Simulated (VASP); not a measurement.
# LuHf4O (P4/mmm) in VASP: a series of runs

The runs below take LuHf4O through single point, relaxation of cell and atoms, with PBE.

Everything below comes from runs of VASP 6.6.1. Logs are shortened: lines on timing, memory, paths and dates and some standing lists are left out, and cuts for length are marked.

## (1) The cell of the first run

Symmetry: P4/mmm, No. 123, tetragonal system. Conventional cell: a = 3.022 Å, b = 3.022 Å, c = 13.404 Å, α = 90.00°, β = 90.00°, γ = 90.00°. Lu (site symmetry 4/mmm) has 4 Lu at 3.02 Å and 8 Hf at 3.25 Å within 4.0 Å. Hf (site symmetry 4mm) has 5 Hf at 2.84 to 3.02 Å and 4 Lu at 3.25 Å within 3.7 Å. Hf (site symmetry 4mm) has 4 O at 2.56 Å and 6 Hf at 2.82 to 3.02 Å within 3.4 Å. O (site symmetry 4/mmm) has 8 Hf at 2.56 Å and 4 O at 3.02 Å within 3.4 Å.

The cell was built from a structure type or drawn by symmetry, and may not be a known phase.

## (2) Single point, PBE

INCAR reads:

```
PREC = Accurate
ENCUT = 520
EDIFF = 1E-6
ISMEAR = 0
SIGMA = 0.1
LREAL = F
LASPH = T
NELM = 60
ALGO = Normal
ISIF = 2
LWAVE = F
LCHARG = F
GGA = PE
NBANDS = 44
```

KPOINTS reads:

```
Automatic mesh
0
Gamma
  6 6 2
```

POSCAR reads:

```
LuHf4O
1.0
    3.0217361105      0.0000000000      0.0000000000
    0.0000000000      3.0217361105      0.0000000000
    0.0000000000      0.0000000000     13.4041538742
Lu Hf O
1 4 1
Direct
    0.0000000000      0.0000000000      0.5000000000
    0.5000000000      0.5000000000      0.3175053336
    0.5000000000      0.5000000000      0.8946368205
    0.5000000000      0.5000000000      0.1053631795
    0.5000000000      0.5000000000      0.6824946664
    0.0000000000      0.0000000000      0.0000000000
```

Potentials or basis: VASP PAW PBE potentials, release 64 (Lu, Hf_pv, O).

The run is started by

```bash
cat potpaw_PBE.64/Lu/POTCAR potpaw_PBE.64/Hf_pv/POTCAR potpaw_PBE.64/O/POTCAR > POTCAR
mpirun -np 1 vasp_std > vasp.out
```

OUTCAR:

```text
PREC = Accurate
   ENCUT = 520
   EDIFF = 1E-6
   ISMEAR = 0
   LREAL = F
   LASPH = T
   NELM = 60
   ISIF = 2
   GGA = PE

 ion  position               nearest neighbor table
   1  0.000  0.000  0.500-   2 3.25   5 3.25   2 3.25   5 3.25   2 3.25   5 3.25   2 3.25   5 3.25

   2  0.500  0.500  0.318-   4 2.84   1 3.25   1 3.25   1 3.25   1 3.25
   3  0.500  0.500  0.895-   6 2.56   6 2.56   6 2.56   6 2.56   4 2.82   5 2.84
   4  0.500  0.500  0.105-   6 2.56   6 2.56   6 2.56   6 2.56   3 2.82   2 2.84
   5  0.500  0.500  0.682-   3 2.84   1 3.25   1 3.25   1 3.25   1 3.25
   6  0.000  0.000  0.000-   3 2.56   4 2.56   3 2.56   4 2.56   3 2.56   4 2.56   3 2.56   4 2.56

  LATTYP: Found a simple tetragonal cell.
 ALAT       =     3.0217361105
 C/A-ratio  =     4.4359114708

  Lattice vectors:

 A1 = (   3.0217361105,   0.0000000000,   0.0000000000)
 A2 = (   0.0000000000,   3.0217361105,   0.0000000000)
 A3 = (   0.0000000000,   0.0000000000,  13.4041538742)

Analysis of symmetry for initial positions (statically):
=====================================================================
 Subroutine PRICEL returns:
 Original cell was already a primitive cell.

 Routine SETGRP: Setting up the symmetry group for a
 simple tetragonal supercell.

 Subroutine GETGRP returns: Found 16 space group operations
 (whereof 16 operations were pure point group operations)
 out of a pool of 16 trial point group operations.

The static configuration has the point symmetry D_4h.

Analysis of symmetry for dynamics (positions and initial velocities):
=====================================================================
 Subroutine PRICEL returns:
 Original cell was already a primitive cell.

 Routine SETGRP: Setting up the symmetry group for a
 simple tetragonal supercell.

 Subroutine GETGRP returns: Found 16 space group operations
 (whereof 16 operations were pure point group operations)
 out of a pool of 16 trial point group operations.

The dynamic configuration has the point symmetry D_4h.

 Subroutine INISYM returns: Found 16 space group operations
 (whereof 16 operations are pure point group operations),
 and found     1 'primitive' translations

----------------------------------------------------------------------------------------

                                     Primitive cell

  volume of cell :     122.3918

  direct lattice vectors                    reciprocal lattice vectors
     3.021736111  0.000000000  0.000000000     0.330935583  0.000000000  0.000000000
     0.000000000  3.021736111  0.000000000     0.000000000  0.330935583  0.000000000
     0.000000000  0.000000000 13.404153874     0.000000000  0.000000000  0.074603739

  length of vectors
     3.021736111  3.021736111 13.404153874     0.330935583  0.330935583  0.074603739

  position of ions in fractional coordinates (direct lattice)
     0.000000000  0.000000000  0.500000000
     0.500000000  0.500000000  0.317505334
     0.500000000  0.500000000  0.894636820
     0.500000000  0.500000000  0.105363180
     0.500000000  0.500000000  0.682494666
     0.000000000  0.000000000  0.000000000

  ion indices of the primitive-cell ions
   primitive index   ion index
                 1           1
                 2           2
                 3           3
                 4           4
                 5           5
                 6           6

----------------------------------------------------------------------------------------

 KPOINTS: Automatic mesh

Automatic generation of k-mesh.
 Grid dimensions read from file:
 generate k-points for:    6    6    2

 Generating k-lattice:

  Cartesian coordinates                     Fractional coordinates (reciprocal lattice)
     0.055155930  0.000000000  0.000000000     0.166666667  0.000000000  0.000000000
     0.000000000  0.055155930  0.000000000     0.000000000  0.166666667  0.000000000
     0.000000000  0.000000000  0.037301870     0.000000000  0.000000000  0.500000000

  Length of vectors
     0.055155930  0.055155930  0.037301870

  Shift w.r.t. Gamma in fractional coordinates (k-lattice)
     0.000000000  0.000000000  0.000000000

 Subroutine IBZKPT returns following result:
 ===========================================

 Found     20 irreducible k-points:

 Following reciprocal coordinates:
            Coordinates               Weight
  0.000000  0.000000  0.000000      1.000000
  0.166667  0.000000  0.000000      4.000000
  0.333333  0.000000  0.000000      4.000000
  0.500000  0.000000  0.000000      2.000000
  0.166667  0.166667  0.000000      4.000000
  0.333333  0.166667  0.000000      8.000000
[... 12 lines left out ...]
  0.500000  0.333333  0.500000      4.000000
  0.500000  0.500000  0.500000      1.000000
   k-points           NKPTS =     20   k-points in BZ     NKDIM =     20   number of bands    NBANDS=     44
   number of dos      NEDOS =    301   number of ions     NIONS =      6
   total plane-waves  NPLWV =  57600
   dimension x,y,z NGX =    24 NGY =   24 NGZ =  100
   dimension x,y,z NGXF=    48 NGYF=   48 NGZF=  200
   ions per type =               1   4   1
   NGX,Y,Z   is equivalent  to a cutoff of  13.20, 13.20, 12.40 a.u.
   NGXF,Y,Z  is equivalent  to a cutoff of  26.41, 26.41, 24.81 a.u.
 SYSTEM =  unknown system
   PREC   = accura    normal or accurate (medium, high low for compatibility)
   ISTART =      0    job   : 0-new  1-cont  2-samecut
   ICHARG =      2    charge: 1-file 2-atom 10-const
   ISPIN  =      1    spin polarized calculation?
   LNONCOLLINEAR =      F non collinear calculations
   LSORBIT =      F    spin-orbit coupling
   LASPH  =      T    aspherical Exc in radial PAW
   ENCUT  =  520.0 eV  38.22 Ry    6.18 a.u.   5.62  5.62 24.92*2*pi/ulx,y,z
   NELM   =     60;   NELMIN=  2; NELMDL= -5     # of ELM steps
   EDIFF  = 0.1E-05   stopping-criterion for ELM
   LREAL  =      F    real-space projection
   EDIFFG = 0.1E-04   stopping-criterion for IOM
   NSW    =      0    number of steps for IOM
   IBRION =     -1    ionic relax: 0-MD 1-quasi-New 2-CG
   NFREE  =      0    steps in history (QN), initial steepest desc. (CG)
   ISIF   =      2    stress and relaxation
   ISYM   =      2    0-nonsym 1-usesym 2-fastsym
   POTIM  = 0.5000    time-step for ionic-motion
   TEBEG  =    0.0;   TEEND  =   0.0 temperature during run
   PSTRESS=    0.0 pullay stress
   NELECT =      71.0000    total number of electrons
   NUPDOWN=      -1.0000    fix difference up-down
   EMIN   =  10.00;   EMAX   =-10.00  energy-range for DOS
   EFERMI =   0.00;   METHOD = LEGACY
   ISMEAR =     0;   SIGMA  =   0.10  broadening in eV -4-tet -1-fermi 0-gaus
   EFERMI_NEDOS =   21; number of points for ismear=-14 and -15
   IALGO  =     38    algorithm
   IMIX   =      4    mixing-type and parameters
     AMIX     =   0.40;   BMIX     =  1.00
     AMIX_MAG =   1.60;   BMIX_MAG =  1.00
  volume/ion in A,a.u.               =      20.40       137.66
  Fermi-wavevector in a.u.,A,eV,Ry     =   1.365348  2.580134 25.363654  1.864176
  Thomas-Fermi vector in A             =   2.491585
   LORBIT       =      0    0 simple, 1 ext, 2 COOP (PROOUT), +10 PAW based schemes
   GGA     = PE    functional components
   LHFCALC =     F    Hartree Fock is set to
   AEXX    =    0.0000 exact exchange contribution
   IVDW    =     0    specifies the selected vdW correction
   LEPSILON=     F    determine dielectric tensor
   LRPA    =     F    only Hartree local field effects (RPA)
 non-spin polarized calculation
 Gauss-broadening in eV      SIGMA  =   0.10
  energy-cutoff  :      520.00
  volume of cell :      122.39
 maximum number of plane-waves:      3321
 NGX is ok and might be reduce to    24
   NGX = 11   NGY = 11   NGZ = 49

 number of electron      71.0000009 magnetization

 Free energy of the ion-electron system (eV)
  ---------------------------------------------------
  ext. energy  EPLUGINS =         0.00000000
  ---------------------------------------------------
  free energy    TOTEN  =       -49.36914844 eV

  energy without entropy =      -49.32154923  energy(sigma->0) =      -49.34534883

 E-fermi :   4.4031     XC(G=0): -11.2696

 val. band max:        4.3947395223   @ k =   0.3333   0.1667   0.0000
 cond. band min:       4.4179160774   @ k =   0.3333   0.3333   0.0000
 fundamental gap:      0.0231765551
 Fermi energy:         4.4030854267

 k-point     1 :       0.0000    0.0000    0.0000
  band No.  band energies     occupation
      1     -51.2366      2.00000
      2     -26.9632      2.00000
      3     -26.4543      2.00000
      4     -26.1849      2.00000
      5     -26.1849      2.00000
      6     -26.1185      2.00000
[... 36 lines left out ...]
     43       7.1667      0.00000
     44       7.2172      0.00000

 k-point     2 :       0.1667    0.0000    0.0000
  band No.  band energies     occupation
      1     -51.2224      2.00000
      2     -26.9354      2.00000
      3     -26.4336      2.00000
      4     -26.3703      2.00000
      5     -26.2883      2.00000
      6     -26.1691      2.00000
[... 36 lines left out ...]
     43       7.1680      0.00000
     44       7.2557      0.00000

 k-point     3 :       0.3333    0.0000    0.0000
  band No.  band energies     occupation
      1     -51.1940      2.00000
      2     -26.8796      2.00000
      3     -26.7219      2.00000
      4     -26.6150      2.00000
      5     -26.3916      2.00000
      6     -26.2000      2.00000
[... 36 lines left out ...]
     43       7.0578      0.00000
     44       7.3794      0.00000

 k-point     4 :       0.5000    0.0000    0.0000
  band No.  band energies     occupation
      1     -51.1797      2.00000
      2     -26.8940      2.00000
      3     -26.8472      2.00000
      4     -26.7720      2.00000
      5     -26.3706      2.00000
      6     -26.3579      2.00000
[... 694 lines left out ...]
     43       7.3053      0.00000
     44       7.6856      0.00000

 k-point    19 :       0.5000    0.3333    0.5000
  band No.  band energies     occupation
      1     -51.1381      2.00000
      2     -26.8031      2.00000
      3     -26.7802      2.00000
      4     -26.7047      2.00000
      5     -26.6153      2.00000
      6     -26.5325      2.00000
[... 36 lines left out ...]
     43       7.4994      0.00000
     44       7.7863      0.00000

 k-point    20 :       0.5000    0.5000    0.5000
  band No.  band energies     occupation
      1     -51.1242      2.00000
      2     -26.7722      2.00000
      3     -26.7722      2.00000
      4     -26.7570      2.00000
      5     -26.6821      2.00000
      6     -26.6821      2.00000
[... 36 lines left out ...]
     43       7.4926      0.00000
     44       9.0957      0.00000

------------------------ aborting loop because EDIFF is reached ----------------------------------------

  FORCE on cell =-STRESS in cart. coord.  units (eV):
  Direction    XX          YY          ZZ          XY          YZ          ZX
  --------------------------------------------------------------------------------------
  -------------------------------------------------------------------------------------
  Total       -0.3308853     -0.3308853     -0.4465424      0.0000000      0.0000000      0.0000000
  in kB       -4.3314727     -4.3314727     -5.8454883      0.0000000      0.0000000      0.0000000
  external PRESSURE =      -4.8361446 kB  Pullay stress =       0.0000000 kB

 VOLUME and BASIS-vectors are now :
 -----------------------------------------------------------------------------
  energy-cutoff  :      520.00
  volume of cell :      122.39
      direct lattice vectors                 reciprocal lattice vectors
     3.021736111  0.000000000  0.000000000     0.330935583  0.000000000  0.000000000
     0.000000000  3.021736111  0.000000000     0.000000000  0.330935583  0.000000000
     0.000000000  0.000000000 13.404153874     0.000000000  0.000000000  0.074603739

 POSITION                                       TOTAL-FORCE (eV/Angst)
 -----------------------------------------------------------------------------------
      0.00000      0.00000      6.70208         0.000000     -0.000000      0.000000
      1.51087      1.51087      4.25589        -0.000000      0.000000     -0.024566
      1.51087      1.51087     11.99185         0.000000      0.000000      0.102135
      1.51087      1.51087      1.41230         0.000000     -0.000000     -0.102135
      1.51087      1.51087      9.14826         0.000000      0.000000      0.024566
      0.00000      0.00000      0.00000         0.000000     -0.000000      0.000000
 -----------------------------------------------------------------------------------
    total drift:                                0.000000     -0.000000      0.000000

  FREE ENERGIE OF THE ION-ELECTRON SYSTEM (eV)
  ---------------------------------------------------
  free  energy   TOTEN  =       -49.3691484369 eV

  energy  without entropy=      -49.3215492322  energy(sigma->0) =      -49.34534883
```

It took 1.7 min on 1 thread of AMD EPYC 9R45 (Zen 5), shared host; peak memory 0.26 GiB.

Results:

```
Free energy            : -49.3691 eV
Pressure               : -0.5 GPa
Largest force          : 0.102 eV/Å
Band gap on the k mesh : zero (an odd number of electrons rules out a gap without spin polarisation)
```

Forces in eV/Å, atoms in the order of the input:
```
Lu   0.000  0.000  0.000
Hf   0.000  0.000 -0.025
Hf   0.000  0.000  0.102
Hf   0.000  0.000 -0.102
Hf   0.000  0.000  0.025
O    0.000  0.000  0.000
```

Caveat: spin-orbit coupling is left out, which moves the levels of the heavy elements; an odd number of electrons without spin polarisation forces a metal; a magnetic or distorted state may lie lower.

## (3) Single point, PBE

This run uses another cell than the first one, of 16.70 Å³/atom.

INCAR reads:

```
ALGO = Normal ; EDIFF = 1E-7
ENCUT = 520 ; GGA = PE
ISIF = 2 ; ISMEAR = 0
LASPH = True ; LCHARG = False
LREAL = False ; LWAVE = False
NBANDS = 44 ; NELM = 80
PREC = Accurate ; SIGMA = 0.1
```

KPOINTS reads:

```
k-points
0
Gamma
  6 6 2
```

POSCAR reads:

```
LuHf4O
1.0
    2.9844781500      0.0000000000      0.0000000000
    0.0000000000      2.9844781500      0.0000000000
    0.0000000000      0.0000000000     11.2464429400
Lu Hf O
1 4 1
Direct
    0.0000000000      0.0000000000      0.5000000000
    0.5000000000      0.5000000000      0.3645260000
    0.5000000000      0.5000000000      0.8643389900
    0.5000000000      0.5000000000      0.1356610100
    0.5000000000      0.5000000000      0.6354740000
    0.0000000000      0.0000000000      0.0000000000
```

Potentials or basis: VASP PAW PBE potentials, release 64 (Lu, Hf_pv, O).

The run is started by

```bash
cat potpaw_PBE.64/Lu/POTCAR potpaw_PBE.64/Hf_pv/POTCAR potpaw_PBE.64/O/POTCAR > POTCAR
mpirun -np 1 vasp_std > vasp.out
```

Wall time 4 min (1 thread of AMD EPYC 9R45 (Zen 5), shared host); peak memory 0.24 GiB.

Results (log left out):

```yaml
Free_energy: -43.2161 eV
Pressure: 33.4 GPa
Largest_force: 4.916 eV/Å
Band_gap_on_the_k_mesh: zero (an odd number of electrons rules out a gap without spin polarisation)
```

Forces on the atoms (eV/Å):
```
Lu   0.000  0.000  0.000
Hf   0.000  0.000 -4.916
Hf   0.000  0.000  3.171
Hf   0.000  0.000 -3.171
Hf   0.000  0.000  4.916
O    0.000  0.000  0.000
```

Stress tensor (GPa, compression positive):
```
27.34  0.00  0.00
 0.00 27.34  0.00
 0.00  0.00 45.37
```

Levels at points of the mesh, in eV from the Fermi level:
```tsv
k point	band 32	band 33	band 34	band 35	band 36	band 37	band 38	band 39	band 40	band 41
(0.00, 0.00, 0.00)	-3.20	-1.43	-1.43	-0.92	-0.56	-0.50	0.73	1.93	1.93	2.54
(0.50, 0.00, 0.00)	-1.64	-1.45	-1.18	-0.14	-0.13	0.19	1.01	1.28	2.56	2.93
(0.50, 0.50, 0.00)	-1.26	-0.84	-0.65	-0.65	0.16	0.78	0.78	1.55	1.76	3.00
(0.00, 0.00, 0.50)	-2.12	-1.67	-1.28	-1.10	-0.99	-0.78	1.20	1.94	1.94	2.54
(0.50, 0.00, 0.50)	-1.47	-0.91	-0.72	-0.65	-0.12	0.16	0.20	1.62	2.45	2.66
(0.50, 0.50, 0.50)	-1.66	-0.91	-0.91	-0.67	-0.12	1.10	1.10	1.27	2.68	2.68
```

Caveat: the cell stands under pressure; spin-orbit coupling is left out, which moves the levels of the heavy elements; an odd number of electrons without spin polarisation forces a metal; a magnetic or distorted state may lie lower.

[end of part 1 of 2]
